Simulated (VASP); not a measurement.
# SbMo (CsCl type) (Pm-3m) in VASP: notebook

SbMo (CsCl type) is run at these levels: LDA; tasks: density of states.

Everything below comes from runs of VASP 6.6.1. Logs are shortened: lines on timing, memory, paths and dates and some standing lists are left out, and cuts for length are marked.

### 1 The cell of the first run

It takes space group Pm-3m (No. 221, cubic). Conventional cell: a = 2.752 Å, b = 2.752 Å, c = 2.752 Å, α = 90.00°, β = 90.00°, γ = 90.00°. Within 3.1 Å of Mo (site symmetry m-3m) lie 8 Sb at 2.38 Å and 6 Mo at 2.75 Å. Sb (site symmetry m-3m) has 8 Mo at 2.38 Å and 6 Sb at 2.75 Å within 3.1 Å.

### 2 Density of states, LDA (volume scaled by 0.6)

POSCAR

```
SbMo
1.0
    2.7519833793      0.0000000000      0.0000000000
    0.0000000000      2.7519833793      0.0000000000
    0.0000000000      0.0000000000      2.7519833793
Mo Sb
1 1
Direct
    0.0000000000      0.0000000000      0.0000000000
    0.5000000000      0.5000000000      0.5000000000
```

INCAR.step1

```
SYSTEM = SbMo
PREC = Accurate
ENCUT = 520
EDIFF = 1E-7
ISMEAR = -1
SIGMA = 0.08
LREAL = .False.
LASPH = .True.
NELM = 100
ALGO = Normal
ISIF = 2
LWAVE = .False.
LCHARG = .True.
LMAXMIX = 4
NBANDS = 16
```

KPOINTS.step1

```
Automatic mesh
0
Gamma
  13 13 13
  0 0 0
```

INCAR.step2

```
SYSTEM = SbMo
PREC = Accurate
ENCUT = 520
EDIFF = 1E-7
ISMEAR = -5
SIGMA = 0.08
LREAL = .False.
LASPH = .True.
NELM = 100
ALGO = Normal
ISIF = 2
LWAVE = .False.
LCHARG = .False.
LMAXMIX = 4
LORBIT = 11
NBANDS = 16
NEDOS = 1001
ICHARG = 11
```

KPOINTS.step2

```
Automatic mesh
0
Gamma
  20 20 20
  0 0 0
```

Potentials or basis: VASP PAW LDA potentials, release 64 (Mo_sv, Sb).

Run with:

```sh
$ cat potpaw_LDA.64/Mo_sv/POTCAR potpaw_LDA.64/Sb/POTCAR > POTCAR
$ cp INCAR.step1 INCAR
$ cp KPOINTS.step1 KPOINTS
$ mpirun -np 1 vasp_std > vasp.out
$ cp INCAR.step2 INCAR
$ cp KPOINTS.step2 KPOINTS
$ mpirun -np 1 vasp_std > vasp.out
```

OUTCAR:

```text
SYSTEM = SbMo
   PREC = Accurate
   ENCUT = 520
   EDIFF = 1E-7
   ISMEAR = -5
   LREAL = .False.
   LASPH = .True.
   NELM = 100
   ISIF = 2
   LORBIT = 11
   ICHARG = 11

 ion  position               nearest neighbor table
   1  0.000  0.000  0.000-   2 2.38   2 2.38   2 2.38   2 2.38   2 2.38   2 2.38   2 2.38   2 2.38

   2  0.500  0.500  0.500-   1 2.38   1 2.38   1 2.38   1 2.38   1 2.38   1 2.38   1 2.38   1 2.38

  LATTYP: Found a simple cubic cell.
 ALAT       =     2.7519833793

  Lattice vectors:

 A1 = (   2.7519833793,   0.0000000000,   0.0000000000)
 A2 = (   0.0000000000,   2.7519833793,   0.0000000000)
 A3 = (   0.0000000000,   0.0000000000,   2.7519833793)

Analysis of symmetry for initial positions (statically):
=====================================================================
 Subroutine PRICEL returns:
 Original cell was already a primitive cell.

 Routine SETGRP: Setting up the symmetry group for a
 simple cubic supercell.

 Subroutine GETGRP returns: Found 48 space group operations
 (whereof 48 operations were pure point group operations)
 out of a pool of 48 trial point group operations.

The static configuration has the point symmetry O_h .

Analysis of symmetry for dynamics (positions and initial velocities):
=====================================================================
 Subroutine PRICEL returns:
 Original cell was already a primitive cell.

 Routine SETGRP: Setting up the symmetry group for a
 simple cubic supercell.

 Subroutine GETGRP returns: Found 48 space group operations
 (whereof 48 operations were pure point group operations)
 out of a pool of 48 trial point group operations.

The dynamic configuration has the point symmetry O_h .

 Subroutine INISYM returns: Found 48 space group operations
 (whereof 48 operations are pure point group operations),
 and found     1 'primitive' translations

----------------------------------------------------------------------------------------

                                     Primitive cell

  volume of cell :      20.8419

  direct lattice vectors                    reciprocal lattice vectors
     2.751983379  0.000000000  0.000000000     0.363374288  0.000000000  0.000000000
     0.000000000  2.751983379  0.000000000     0.000000000  0.363374288  0.000000000
     0.000000000  0.000000000  2.751983379     0.000000000  0.000000000  0.363374288

  length of vectors
     2.751983379  2.751983379  2.751983379     0.363374288  0.363374288  0.363374288

  position of ions in fractional coordinates (direct lattice)
     0.000000000  0.000000000  0.000000000
     0.500000000  0.500000000  0.500000000

  ion indices of the primitive-cell ions
   primitive index   ion index
                 1           1
                 2           2

----------------------------------------------------------------------------------------

 KPOINTS: Automatic mesh

Automatic generation of k-mesh.
 Grid dimensions read from file:
 generate k-points for:   20   20   20

 Generating k-lattice:

  Cartesian coordinates                     Fractional coordinates (reciprocal lattice)
     0.018168714  0.000000000  0.000000000     0.050000000  0.000000000  0.000000000
     0.000000000  0.018168714  0.000000000     0.000000000  0.050000000  0.000000000
     0.000000000  0.000000000  0.018168714     0.000000000  0.000000000  0.050000000

  Length of vectors
     0.018168714  0.018168714  0.018168714

  Shift w.r.t. Gamma in fractional coordinates (k-lattice)
     0.000000000  0.000000000  0.000000000

 TETIRR: Found   3982 inequivalent tetrahedra from    48000

 Subroutine IBZKPT returns following result:
 ===========================================

 Found    286 irreducible k-points:

 Following reciprocal coordinates:
            Coordinates               Weight
  0.000000  0.000000  0.000000      1.000000
  0.050000  0.000000  0.000000      6.000000
  0.100000  0.000000  0.000000      6.000000
  0.150000  0.000000  0.000000      6.000000
  0.200000  0.000000  0.000000      6.000000
  0.250000  0.000000  0.000000      6.000000
[... 16 lines left out ...]
  0.150000  0.100000  0.000000     24.000000
  0.200000  0.100000  0.000000     24.000000
 [... further k-points ...]
   k-points           NKPTS =    286   k-points in BZ     NKDIM =    286   number of bands    NBANDS=     16
   number of dos      NEDOS =   1001   number of ions     NIONS =      2
   total plane-waves  NPLWV =   8000
   dimension x,y,z NGX =    20 NGY =   20 NGZ =   20
   dimension x,y,z NGXF=    40 NGYF=   40 NGZF=   40
   ions per type =               1   1
   NGX,Y,Z   is equivalent  to a cutoff of  12.08, 12.08, 12.08 a.u.
   NGXF,Y,Z  is equivalent  to a cutoff of  24.16, 24.16, 24.16 a.u.
 SYSTEM =  SbMo
   PREC   = accura    normal or accurate (medium, high low for compatibility)
   ISTART =      0    job   : 0-new  1-cont  2-samecut
   ICHARG =     11    charge: 1-file 2-atom 10-const
   ISPIN  =      1    spin polarized calculation?
   LNONCOLLINEAR =      F non collinear calculations
   LSORBIT =      F    spin-orbit coupling
   LASPH  =      T    aspherical Exc in radial PAW
   ENCUT  =  520.0 eV  38.22 Ry    6.18 a.u.   5.12  5.12  5.12*2*pi/ulx,y,z
   NELM   =    100;   NELMIN=  2; NELMDL=  0     # of ELM steps
   EDIFF  = 0.1E-06   stopping-criterion for ELM
   LREAL  =      F    real-space projection
   EDIFFG = 0.1E-05   stopping-criterion for IOM
   NSW    =      0    number of steps for IOM
   IBRION =     -1    ionic relax: 0-MD 1-quasi-New 2-CG
   NFREE  =      0    steps in history (QN), initial steepest desc. (CG)
   ISIF   =      2    stress and relaxation
   ISYM   =      2    0-nonsym 1-usesym 2-fastsym
   POTIM  = 0.5000    time-step for ionic-motion
   TEBEG  =    0.0;   TEEND  =   0.0 temperature during run
   PSTRESS=    0.0 pullay stress
   NELECT =      19.0000    total number of electrons
   NUPDOWN=      -1.0000    fix difference up-down
   EMIN   =  10.00;   EMAX   =-10.00  energy-range for DOS
   EFERMI =   0.00;   METHOD = LEGACY
   ISMEAR =    -5;   SIGMA  =   0.08  broadening in eV -4-tet -1-fermi 0-gaus
   EFERMI_NEDOS =   21; number of points for ismear=-14 and -15
   IALGO  =     38    algorithm
   IMIX   =      4    mixing-type and parameters
     AMIX     =   0.40;   BMIX     =  1.00
     AMIX_MAG =   1.60;   BMIX_MAG =  1.00
  volume/ion in A,a.u.               =      10.42        70.32
  Fermi-wavevector in a.u.,A,eV,Ry     =   1.587378  2.999709 34.283517  2.519767
  Thomas-Fermi vector in A             =   2.686544
   LORBIT       =     11    0 simple, 1 ext, 2 COOP (PROOUT), +10 PAW based schemes
   GGA     = CA    functional components
   LHFCALC =     F    Hartree Fock is set to
   AEXX    =    0.0000 exact exchange contribution
   IVDW    =     0    specifies the selected vdW correction
   LEPSILON=     F    determine dielectric tensor
   LRPA    =     F    only Hartree local field effects (RPA)
 non-spin polarized calculation
 Fermi weights with tetrahedron method with Bloechl corrections
  energy-cutoff  :      520.00
  volume of cell :       20.84
 maximum number of plane-waves:       587

 number of electron      18.9999997 magnetization

 Free energy of the ion-electron system (eV)
  ---------------------------------------------------
  ext. energy  EPLUGINS =         0.00000000
  ---------------------------------------------------
  free energy    TOTEN  =        -8.08423158 eV

  energy without entropy =       -8.08423158  energy(sigma->0) =       -8.08423158

 E-fermi :  23.3421     XC(G=0): -15.4543

 val. band max:       23.4709443906   @ k =   0.5000   0.3500   0.2500
 cond. band min:      23.3203707357   @ k =   0.2500   0.1000   0.1000
 fundamental gap:     -0.1505736549
 Fermi energy:        23.3420882706

 k-point     1 :       0.0000    0.0000    0.0000
  band No.  band energies     occupation
      1     -36.7665      2.00000
      2     -10.9992      2.00000
      3     -10.9992      2.00000
      4     -10.9992      2.00000
      5       5.8880      2.00000
      6      17.3330      2.00000
[... 8 lines left out ...]
     15      35.5698      0.00000
     16      36.5512      0.00000

 k-point     2 :       0.0500    0.0000    0.0000
  band No.  band energies     occupation
      1     -36.7626      2.00000
      2     -11.0377      2.00000
      3     -10.9934      2.00000
      4     -10.9934      2.00000
      5       5.9667      2.00000
      6      17.3394      2.00000
[... 8 lines left out ...]
     15      35.6456      0.00000
     16      36.6825      0.00000

 k-point     3 :       0.1000    0.0000    0.0000
  band No.  band energies     occupation
      1     -36.7514      2.00000
      2     -11.1481      2.00000
      3     -10.9765      2.00000
      4     -10.9765      2.00000
      5       6.1984      2.00000
      6      17.3582      2.00000
[... 8 lines left out ...]
     15      35.8161      0.00000
     16      37.0668      0.00000

 k-point     4 :       0.1500    0.0000    0.0000
  band No.  band energies     occupation
      1     -36.7340      2.00000
      2     -11.3164      2.00000
      3     -10.9500      2.00000
      4     -10.9500      2.00000
      5       6.5715      2.00000
      6      17.3191      2.00000
[... 8 lines left out ...]
     15      35.9806      0.00000
     16      37.6686      0.00000
[... 324 lines left out ...]
 k-point    22 :       0.1000    0.1000    0.0000
  band No.  band energies     occupation
      1     -36.7364      2.00000
      2     -11.1418      2.00000
      3     -11.1069      2.00000
      4     -10.9556      2.00000
      5       6.4984      2.00000
      6      17.3856      2.00000
[... 8 lines left out ...]
     15      34.8558      0.00000
     16      37.5430      0.00000

 k-point    23 :       0.1500    0.1000    0.0000
  band No.  band energies     occupation
      1     -36.7188      2.00000
      2     -11.2945      2.00000
      3     -11.0939      2.00000
      4     -10.9314      2.00000
      5       6.8581      2.00000
      6      17.3683      2.00000
[... 8 lines left out ...]
     15      35.0549      0.00000
     16      38.1013      0.00000

 k-point    24 :       0.2000    0.1000    0.0000
  band No.  band energies     occupation
      1     -36.6967      2.00000
      2     -11.4984      2.00000
      3     -11.0601      2.00000
      4     -10.9008      2.00000
      5       7.3371      2.00000
      6      17.1687      2.00000
[... 8 lines left out ...]
     15      35.5188      0.00000
     16      38.7589      0.00000

 [... further k-points ...]

------------------------ aborting loop because EDIFF is reached ----------------------------------------

  FORCE on cell =-STRESS in cart. coord.  units (eV):
  Direction    XX          YY          ZZ          XY          YZ          ZX
  --------------------------------------------------------------------------------------
  -------------------------------------------------------------------------------------
  Total       39.9251811     39.9251811     39.9251811      0.0000000      0.0000000     -0.0000000
  in kB     3069.1637269   3069.1637269   3069.1637269      0.0000000      0.0000000     -0.0000000
  external PRESSURE =    3069.1637269 kB  Pullay stress =       0.0000000 kB

 VOLUME and BASIS-vectors are now :
 -----------------------------------------------------------------------------
  energy-cutoff  :      520.00
  volume of cell :       20.84
      direct lattice vectors                 reciprocal lattice vectors
     2.751983379  0.000000000  0.000000000     0.363374288  0.000000000  0.000000000
     0.000000000  2.751983379  0.000000000     0.000000000  0.363374288  0.000000000
     0.000000000  0.000000000  2.751983379     0.000000000  0.000000000  0.363374288

 POSITION                                       TOTAL-FORCE (eV/Angst)
 -----------------------------------------------------------------------------------
      0.00000      0.00000      0.00000         0.000000      0.000000      0.000000
      1.37599      1.37599      1.37599         0.000000      0.000000      0.000000
 -----------------------------------------------------------------------------------
    total drift:                               -0.000000      0.000000     -0.000000

  FREE ENERGIE OF THE ION-ELECTRON SYSTEM (eV)
  ---------------------------------------------------
  free  energy   TOTEN  =        -8.0842315829 eV

  energy  without entropy=       -8.0842315829  energy(sigma->0) =       -8.08423158

 total charge

# of ion       s       p       d       tot
------------------------------------------
    1        2.412   6.370   5.539  14.320
    2        1.176   1.860   0.346   3.382
--------------------------------------------------
tot          3.587   8.230   5.885  17.702
```

Run time: 45 s. Hardware: 1 thread of AMD EPYC 7R13 (Zen 3), shared host; peak memory 0.18 GiB.

What came out:

```
Valence electrons inside the program's atomic spheres : Mo 14.32; Sb 3.38
```

Caveat: spin-orbit coupling is left out, which moves the levels of the heavy elements; tetrahedron occupations give inexact forces and stress in metals.

### 3 Density of states, LDA (volume scaled by 0.8)

POSCAR

```
SbMo
1.0
    3.0289496362      0.0000000000      0.0000000000
    0.0000000000      3.0289496362      0.0000000000
    0.0000000000      0.0000000000      3.0289496362
Mo Sb
1 1
Direct
    0.0000000000      0.0000000000      0.0000000000
    0.5000000000      0.5000000000      0.5000000000
```

INCAR.step1

```
SYSTEM = SbMo
ALGO = Normal ; EDIFF = 1E-7
ENCUT = 520 ; GGA = CA
ISIF = 2 ; ISMEAR = -1
LASPH = .True. ; LCHARG = .True.
LMAXMIX = 4 ; LREAL = .False.
LWAVE = .False. ; NBANDS = 16
NELM = 100 ; PREC = Accurate
SIGMA = 0.08
```

KPOINTS.step1

```
k-points
0
Gamma
  13 13 13
  0 0 0
```

INCAR.step2

```
SYSTEM = SbMo
ALGO = Normal ; EDIFF = 1E-7
ENCUT = 520 ; GGA = CA
ICHARG = 11 ; ISIF = 2
ISMEAR = -5 ; LASPH = .True.
LCHARG = .False. ; LMAXMIX = 4
LORBIT = 11 ; LREAL = .False.
LWAVE = .False. ; NBANDS = 16
NEDOS = 1001 ; NELM = 100
PREC = Accurate ; SIGMA = 0.08
```

KPOINTS.step2

```
k-points
0
Gamma
  20 20 20
  0 0 0
```

Potentials or basis: VASP PAW LDA potentials, release 64 (Mo_sv, Sb).

Run with:

```sh
$ cat potpaw_LDA.64/Mo_sv/POTCAR potpaw_LDA.64/Sb/POTCAR > POTCAR
$ cp INCAR.step1 INCAR
$ cp KPOINTS.step1 KPOINTS
$ mpirun -np 1 vasp_std > vasp.out
$ cp INCAR.step2 INCAR
$ cp KPOINTS.step2 KPOINTS
$ mpirun -np 1 vasp_std > vasp.out
```

OUTCAR:

```text
SYSTEM = SbMo
   EDIFF = 1E-7
   ENCUT = 520
   GGA = CA
   ICHARG = 11
   ISIF = 2
   ISMEAR = -5
   LASPH = .True.
   LORBIT = 11
   LREAL = .False.
   NELM = 100
   PREC = Accurate

 ion  position               nearest neighbor table
   1  0.000  0.000  0.000-   2 2.62   2 2.62   2 2.62   2 2.62   2 2.62   2 2.62   2 2.62   2 2.62

   2  0.500  0.500  0.500-   1 2.62   1 2.62   1 2.62   1 2.62   1 2.62   1 2.62   1 2.62   1 2.62

  LATTYP: Found a simple cubic cell.
 ALAT       =     3.0289496362

  Lattice vectors:

 A1 = (   3.0289496362,   0.0000000000,   0.0000000000)
 A2 = (   0.0000000000,   3.0289496362,   0.0000000000)
[... 649 lines left out ...]
  Total       12.4543899     12.4543899     12.4543899     -0.0000000      0.0000000     -0.0000000
  in kB      718.0536315    718.0536315    718.0536315     -0.0000000      0.0000000     -0.0000000
  external PRESSURE =     718.0536315 kB  Pullay stress =       0.0000000 kB

 VOLUME and BASIS-vectors are now :
 -----------------------------------------------------------------------------
  energy-cutoff  :      520.00
  volume of cell :       27.79
      direct lattice vectors                 reciprocal lattice vectors
     3.028949636  0.000000000  0.000000000     0.330147450  0.000000000  0.000000000
     0.000000000  3.028949636  0.000000000     0.000000000  0.330147450  0.000000000
     0.000000000  0.000000000  3.028949636     0.000000000  0.000000000  0.330147450

 POSITION                                       TOTAL-FORCE (eV/Angst)
 -----------------------------------------------------------------------------------
      0.00000      0.00000      0.00000         0.000000      0.000000      0.000000
      1.51447      1.51447      1.51447         0.000000      0.000000      0.000000
 -----------------------------------------------------------------------------------
    total drift:                               -0.000000      0.000000      0.000000

  FREE ENERGIE OF THE ION-ELECTRON SYSTEM (eV)
  ---------------------------------------------------
  free  energy   TOTEN  =       -15.2656853743 eV

  energy  without entropy=      -15.2656853743  energy(sigma->0) =      -15.26568537

 total charge

# of ion       s       p       d       tot
------------------------------------------
    1        2.306   6.213   4.578  13.097
    2        1.121   1.533   0.191   2.845
--------------------------------------------------
tot          3.428   7.746   4.769  15.942
```

OSZICAR.step1:

```text
N       E                     dE             d eps       ncg     rms          rms(c)
DAV:   1     0.135972320106E+03    0.13597E+03   -0.90667E+03  2688   0.111E+03
DAV:   2    -0.130920079369E+02   -0.14906E+03   -0.14573E+03  3384   0.324E+02
DAV:   3    -0.156594081134E+02   -0.25674E+01   -0.25520E+01  2984   0.441E+01
DAV:   4    -0.156816805355E+02   -0.22272E-01   -0.22271E-01  3440   0.464E+00
DAV:   5    -0.156821230696E+02   -0.44253E-03   -0.44253E-03  3152   0.606E-01    0.240E+01
DAV:   6    -0.153550367843E+02    0.32709E+00   -0.97133E-01  2920   0.876E+00    0.924E+00
DAV:   7    -0.152986145294E+02    0.56422E-01   -0.38563E-02  2872   0.152E+00    0.423E+00
DAV:   8    -0.152855762307E+02    0.13038E-01   -0.12647E-02  3304   0.843E-01    0.226E-01
DAV:   9    -0.152854397851E+02    0.13645E-03   -0.25655E-04  2856   0.148E-01    0.701E-02
DAV:  10    -0.152853768812E+02    0.62904E-04   -0.46049E-05  3416   0.730E-02    0.171E-02
DAV:  11    -0.152853764836E+02    0.39760E-06   -0.21423E-06  3296   0.156E-02    0.242E-03
DAV:  12    -0.152853764136E+02    0.69972E-07   -0.23870E-07  2568   0.328E-03
   1 F= -.15285376E+02 E0= -.15271445E+02  d E =-.278634E-01
```

It took 60 s on 1 thread of AMD EPYC 7R13 (Zen 3), shared host; peak memory 0.21 GiB.

Results:

- Valence electrons inside the program's atomic spheres: Mo 13.10; Sb 2.85

Caveat: spin-orbit coupling is left out, which moves the levels of the heavy elements; tetrahedron occupations give inexact forces and stress in metals.
